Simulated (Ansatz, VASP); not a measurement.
# TaAs in VASP and in Ansatz

INCAR

```
SYSTEM = TaAs
PREC = Accurate
ENCUT = 600
EDIFF = 1E-6
ISMEAR = 0
SIGMA = 0.1
LREAL = .False.
LASPH = .True.
NELM = 80
ALGO = Normal
ISIF = 3
LWAVE = .False.
LCHARG = .False.
GGA = PE
IBRION = 2
NSW = 100
EDIFFG = -0.01
```

Contents of KPOINTS:

```
regular mesh
0
Gamma
  12 12 8
  0 0 0
```

Contents of POSCAR:

```
TaAs
1.0
    4.1431333058      0.0000000000      0.0000000000
    0.0000000000      4.1431333058      0.0000000000
    0.0000000000      0.0000000000      6.0562946021
Ta As
2 2
Direct
    0.0000000000      0.0000000000      0.0000000000
    0.5000000000      0.5000000000      0.0000000000
    0.5000000000      0.0000000000      0.7362745202
    0.0000000000      0.5000000000      0.2637254798
```

Input for Ansatz:

```yaml
crystal:
  lattice:
    - [4.1431333058, 0.0, 0.0]
    - [0.0, 4.1431333058, 0.0]
    - [0.0, 0.0, 6.0562946021]
  atoms:
    - { symbol: Ta, position: [0.0, 0.0, 0.0] }
    - { symbol: Ta, position: [0.5, 0.5, 0.0] }
    - { symbol: As, position: [0.5, 0.0, 0.7362745202] }
    - { symbol: As, position: [0.0, 0.5, 0.2637254798] }
basis:
  ecutwfc: 420
kpoints:
  mp_grid: { grid: [12, 12, 8] }
hamiltonian:
  xc: pbe
scf:
  occupations: { method: gaussian, width: 0.1 }
output:
  forces: true
  stress: true
  eigenvalues: true
  write_density: true
  write_potential: true
  elf: true
  volumetric_format: npy
relax:
  adjacent_minimum: "off"
  f_tol: 0.01
  max_steps: 80
  cell: { stress_tol: 0.05 }
```

Change from the starting cell: ordered vacancies on the cation sites of antifluorite (P4/nmm, No. 129).

Alike in both runs: task relaxation of cell and atoms; functional PBE; k mesh 12 × 12 × 8; occupations gaussian, width 0.1 eV; no spin polarisation.

```csv
,VASP,Ansatz
version,VASP 6.6.1,Ansatz 0.2.0
potentials or method,"VASP PAW PBE potentials, release 64 (Ta_pv, As), cutoff 600 eV","scalar-relativistic, plane waves, PAW"
valence electrons in the cell,32,56
```

VASP gave:

| Property | Result |
| --- | --- |
| gap on the k mesh at the Fermi level, each at its own relaxed structure (eV) | none |
| relaxed volume (Å³/atom) | 26.42 |
| relaxed length of the cell vector where the two differ most in proportion (Å) | 6.037 |

**Question.** What did Ansatz give for the same quantities?

**Answer.** gap on the k mesh at the Fermi level, each at its own relaxed structure (eV): none; relaxed volume (Å³/atom): 26.42; relaxed length of the cell vector where the two differ most in proportion (Å): 6.043.

A gap of «none» marks a metal or a gap that the smearing closes. VASP's potentials hold 32 valence electrons a cell and Ansatz's 56, so a difference there can come from the potentials and not from the codes.

Spin-orbit coupling is off throughout.
